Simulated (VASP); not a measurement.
# AlAs in VASP: a series of runs, part 2 of 2

VASP 6.6.1. The steps go on from the part before.

## (3) Single point, PBE

The input, INCAR:

```
ALGO     = Normal         # electronic algorithm
EDIFF    = 1E-6           # SCF threshold, eV
ENCUT    = 520            # plane-wave cutoff, eV
GGA      = PE             # functional
ISIF     = 2              # what is computed and relaxed
ISMEAR   = -1             # smearing method
LASPH    = T              # aspherical terms in the spheres
LCHARG   = F              # write CHGCAR
LREAL    = Auto         
LWAVE    = F              # write WAVECAR
NBANDS   = 46             # bands
NELM     = 60             # most SCF steps
PREC     = Accurate       # precision mode
SIGMA    = 0.05           # smearing width, eV
```

The input, KPOINTS:

```
k-points
0
Gamma
  2 2 1
```

The input, POSCAR:

```
AlAs
1.0
    8.0267960000      0.0000000000      0.0000000000
    4.0133980000      6.9514090000      0.0000000000
    0.0000000000      0.0000000000     16.7346200000
Al As
8 8
Direct
    0.0000000000      0.0000000000      0.0597563614
    0.0000004483      0.4999993526      0.0597563614
    0.5000002492      0.0000000000      0.0597563614
    0.5000006974      0.4999993526      0.0597563614
    0.7573994687      0.6700080516      0.2668838611
    0.7748927253      0.1948957398      0.2525124562
    0.3075256385      0.6801354948      0.2662743462
    0.2711459710      0.1092008829      0.2704931453
    0.0980981538     -0.0215064313      0.1976561165
    0.1221836838      0.4917420339      0.2108144673
    0.5860055371      0.0217653716      0.2240445257
    0.5815132244      0.5246706099      0.1924334105
    0.8254558707      0.6525727374      0.4320743465
    0.7444746182      0.3018524734      0.4008098182
    0.0965232394      0.4483551464      0.3701488292
    0.1334136800      0.1697353731      0.4099585171
```

Potentials or basis: VASP PAW PBE potentials, release 64 (Al, As).

Run with:

```bash
$ cat potpaw_PBE.64/Al/POTCAR potpaw_PBE.64/As/POTCAR > POTCAR
$ mpirun -np 1 vasp_std > vasp.out
```

OUTCAR:

```text
EDIFF = 1E-6
   ENCUT = 520
   GGA = PE
   ISIF = 2
   ISMEAR = -1
   LASPH = T
   LREAL = Auto
   NELM = 60
   PREC = Accurate

 ion  position               nearest neighbor table
   1  0.000  0.000  0.060-   9 2.42
   2  0.000  0.500  0.060-  10 2.70
   3  0.500  0.000  0.060-  11 2.86
   4  0.500  0.500  0.060-  12 2.35
   5  0.757  0.670  0.267-  11 2.55  12 2.56  10 2.70  13 2.81  15 2.95
   6  0.775  0.195  0.253-   9 2.47  12 2.51  11 2.56  14 2.60
   7  0.308  0.680  0.266-  12 2.28   9 2.42  10 2.76   8 3.31
   8  0.271  0.109  0.270-  11 2.39   9 2.44  16 2.52  10 2.86  15 2.89   7 3.31
   9  0.098  0.978  0.198-   1 2.42   7 2.42   8 2.44   6 2.47
  10  0.122  0.492  0.211-   2 2.70   5 2.70  15 2.71   7 2.76   8 2.86
  11  0.586  0.022  0.224-   8 2.39   5 2.55   6 2.56   3 2.86
  12  0.582  0.525  0.192-   7 2.28   4 2.35   6 2.51   5 2.56
  13  0.825  0.653  0.432-  15 2.22   5 2.81
  14  0.744  0.302  0.401-   6 2.60  16 2.75
  15  0.097  0.448  0.370-  16 2.21  13 2.22  10 2.71   8 2.89   5 2.95
  16  0.133  0.170  0.410-  15 2.21   8 2.52  14 2.75

  LATTYP: Found a hexagonal cell.
 ALAT       =     8.0267957861
 C/A-ratio  =     2.0848443695

[... 195 lines left out ...]
  band No.  band energies     occupation
      1     -14.5874      2.00000
      2     -12.7786      2.00000
      3     -11.9992      2.00000
      4     -11.6959      2.00000
      5     -11.4492      2.00000
      6     -11.2477      2.00000
[... 177 lines left out ...]
     43       1.1884      0.00000
     44       1.7713      0.00000
 [bands above 44 left out]

------------------------ aborting loop because EDIFF is reached ----------------------------------------

  FORCE on cell =-STRESS in cart. coord.  units (eV):
  Direction    XX          YY          ZZ          XY          YZ          ZX
  --------------------------------------------------------------------------------------
  -------------------------------------------------------------------------------------
  Total       -5.4510615      1.1625650     -0.3896995     -4.0270784     -0.1315038     -3.9390574
  in kB       -9.3532112      1.9947888     -0.6686664     -6.9098679     -0.2256410     -6.7588369
  external PRESSURE =      -2.6756963 kB  Pullay stress =       0.0000000 kB

 VOLUME and BASIS-vectors are now :
 -----------------------------------------------------------------------------
  energy-cutoff  :      520.00
  volume of cell :      933.75
      direct lattice vectors                 reciprocal lattice vectors
     8.026796000  0.000000000  0.000000000     0.124582710 -0.071927864  0.000000000
     4.013398000  6.951409000  0.000000000     0.000000000  0.143855728  0.000000000
     0.000000000  0.000000000 16.734620000     0.000000000  0.000000000  0.059756361

 POSITION                                       TOTAL-FORCE (eV/Angst)
 -----------------------------------------------------------------------------------
      0.00000      0.00000      1.00000        -0.141135     -0.002564     -0.703776
      2.00670      3.47570      1.00000         0.021005      0.021746      0.538748
      4.01340      0.00000      1.00000         0.206942      0.019236      0.607064
      6.02010      3.47570      1.00000        -0.460698     -0.141808     -1.159169
      8.76850      4.65750      4.46620         0.708550      0.308509      0.121451
      7.00210      1.35480      4.22570        -0.522142      0.206925      0.820150
[... 8 lines left out ...]
      2.57420      3.11670      6.19430         3.784846      1.087045     -1.152679
      1.75210      1.17990      6.86050        -1.565157     -2.462545      0.649982
 -----------------------------------------------------------------------------------
    total drift:                                0.013648     -0.005714     -0.013798

  FREE ENERGIE OF THE ION-ELECTRON SYSTEM (eV)
  ---------------------------------------------------
  free  energy   TOTEN  =       -58.6393422404 eV

  energy  without entropy=      -58.5765379516  energy(sigma->0) =      -58.60794010
```

OSZICAR:

```text
N       E                     dE             d eps       ncg     rms          rms(c)
DAV:   1     0.301076988630E+03    0.30108E+03   -0.19285E+04   368   0.992E+02
DAV:   2    -0.155822886335E+02   -0.31666E+03   -0.30112E+03   498   0.158E+02
DAV:   3    -0.589764219564E+02   -0.43394E+02   -0.42423E+02   456   0.581E+01
[... 14 lines left out ...]
DAV:  18    -0.586393217575E+02   -0.65126E-04   -0.82406E-06   354   0.131E-02    0.150E-03
DAV:  19    -0.586393354295E+02   -0.13672E-04   -0.21064E-06   330   0.580E-03    0.989E-04
DAV:  20    -0.586393405744E+02   -0.51448E-05   -0.63143E-07   344   0.245E-03    0.388E-04
DAV:  21    -0.586393420444E+02   -0.14700E-05   -0.24507E-07   282   0.124E-03    0.183E-04
DAV:  22    -0.586393422404E+02   -0.19602E-06   -0.49793E-08   256   0.521E-04
   1 F= -.58639342E+02 E0= -.58607940E+02  d E =-.628043E-01
```

stdout:

```text
POSCAR found type information on POSCAR AlAs
 POSCAR found :  2 types and      16 ions
 scaLAPACK will be used
 LDA part: xc-table for (Slater+PW92), standard interpolation
 POSCAR, INCAR and KPOINTS ok, starting setup
 FFT: planning ... GRIDC
 FFT: planning ... GRID_SOFT
 FFT: planning ... GRID
 WAVECAR not read
 entering main loop
```

Run time: 5.8 min. Hardware: 1 thread of Intel Xeon Platinum 8488C (Sapphire Rapids), shared host; peak memory 0.84 GiB.

Results:

```
Free energy            : -58.6393 eV
Largest force          : 4.103 eV/Å
Band gap on the k mesh : zero (bands 32 and 33 overlap by 0.16 eV)
```

Forces on the atoms (eV/Å):
```
Al  -0.141 -0.003 -0.704
Al   0.021  0.022  0.539
Al   0.207  0.019  0.607
Al  -0.461 -0.142 -1.159
Al   0.709  0.309  0.121
Al  -0.522  0.207  0.820
Al  -2.269 -0.104  0.856
Al  -0.216  0.951 -0.168
As   0.049  0.575  0.230
As  -0.552  0.033  0.129
As   0.334 -0.732 -0.456
As   2.347 -0.756  0.359
As  -2.939  0.917 -0.431
As   1.214  0.080 -0.241
As   3.785  1.087 -1.153
As  -1.565 -2.463  0.650
```

Caveat: the k points lie up to 0.45 Å⁻¹ apart; there is no dipole correction, which matters where the two faces differ.

## (4) Single point, PBE

INCAR, as its differences from that of step 3:

```diff
@@ -1,3 +1,3 @@
 ALGO     = Normal         # electronic algorithm
-EDIFF    = 1E-6           # SCF threshold, eV
+EDIFF    = 1E-7           # SCF threshold, eV
 ENCUT    = 520            # plane-wave cutoff, eV
@@ -11,3 +11,3 @@
 NBANDS   = 46             # bands
-NELM     = 60             # most SCF steps
+NELM     = 100            # most SCF steps
 PREC     = Accurate       # precision mode
```

KPOINTS is that of step 3.

The input, POSCAR:

```
AlAs
1.0
    8.0267960000      0.0000000000      0.0000000000
    4.0133980000      6.9514090000      0.0000000000
    0.0000000000      0.0000000000     16.7346200000
Al As
8 8
Direct
    0.0000000000      0.0000000000      0.0597563614
    0.0000004483      0.4999993526      0.0597563614
    0.5000002492      0.0000000000      0.0597563614
    0.5000006974      0.4999993526      0.0597563614
    0.8101425267      0.7036559063      0.2822113678
    0.7715677708      0.1807403362      0.2433398547
    0.3336016732      0.6376261273      0.2574543073
    0.2918950047      0.1680666466      0.2651688536
    0.1180572826     -0.0293321829      0.2028907737
    0.1059204048      0.4761049163      0.2048268798
    0.6065999265      0.0181258217      0.2007395447
    0.6670209235      0.5185279704      0.2249169685
    0.8892413680      0.8439583975      0.3999672535
    0.7842673014      0.1399428519      0.3881175671
    0.1872234043      0.5943830956      0.3785087441
    0.1899155039      0.0163420107      0.3633545309
```

Run with:

```bash
$ cat potpaw_PBE.64/Al/POTCAR potpaw_PBE.64/As/POTCAR > POTCAR
$ mpirun -np 1 vasp_std > vasp.out
```

Wall time 6.4 min (1 thread of Intel Xeon Platinum 8488C (Sapphire Rapids), shared host); peak memory 0.84 GiB.

It converged, with:

```
Free energy            : -59.1834 eV
Largest force          : 5.606 eV/Å
Band gap on the k mesh : zero (bands 32 and 33 overlap by 0.35 eV)
```

Forces on the atoms (eV/Å):
```
Al   0.050  0.074 -0.048
Al  -0.085  0.058  0.275
Al  -0.025 -0.066  0.033
Al   0.215  0.016  0.623
Al   0.171  0.112 -0.662
Al   0.582  0.037  0.146
Al  -0.983  0.397 -0.092
Al  -0.423 -0.017 -0.236
As   0.898 -0.076  0.586
As   0.912  0.744 -0.103
As  -0.372 -0.678 -0.045
As  -0.597  0.100 -0.907
As  -2.836 -4.229  1.532
As   2.303  5.104 -0.264
As   1.008 -1.773 -0.515
As  -0.816  0.196 -0.324
```

Levels at points of the mesh, in eV from the Fermi level:
```csv
k point,band 27,band 28,band 29,band 30,band 31,band 32,band 33,band 34,band 35,band 36
"(0.00, 0.00, 0.00)",-1.48,-1.24,-1.08,-0.83,-0.67,-0.49,-0.30,0.05,0.17,0.34
"(0.50, 0.00, 0.00)",-1.49,-1.40,-1.33,-0.80,-0.56,0.05,0.14,0.22,0.36,0.54
"(0.50, 0.50, 0.00)",-1.66,-1.54,-1.39,-1.02,-0.46,-0.12,0.16,0.23,0.44,0.65
"(0.00, 0.50, 0.00)",-1.55,-1.43,-1.28,-1.14,-0.65,0.04,0.10,0.44,0.67,0.80
```

Caveat: the k points lie up to 0.45 Å⁻¹ apart; there is no dipole correction, which matters where the two faces differ.

## (5) The runs side by side

| cell | gap on the mesh (eV) | largest force (eV/Å) |
| --- | --- | --- |
| as given, atomic positions A | none | 2.86 |
| as given, atomic positions B | none | 4.10 |
| as given, atomic positions C | none | 5.61 |

Alike in all rows: task single point; level PBE; potentials or basis VASP PAW PBE potentials, release 64 (Al, As); no spin polarisation; k mesh 2 × 2 × 1; cutoff (eV) 520; smearing fermi-dirac 0.05 eV.

Caveats: all runs use coarse meshes; there is no dipole correction, which matters where the two faces differ.

Absolute energies hang on the potentials; compare differences alone.
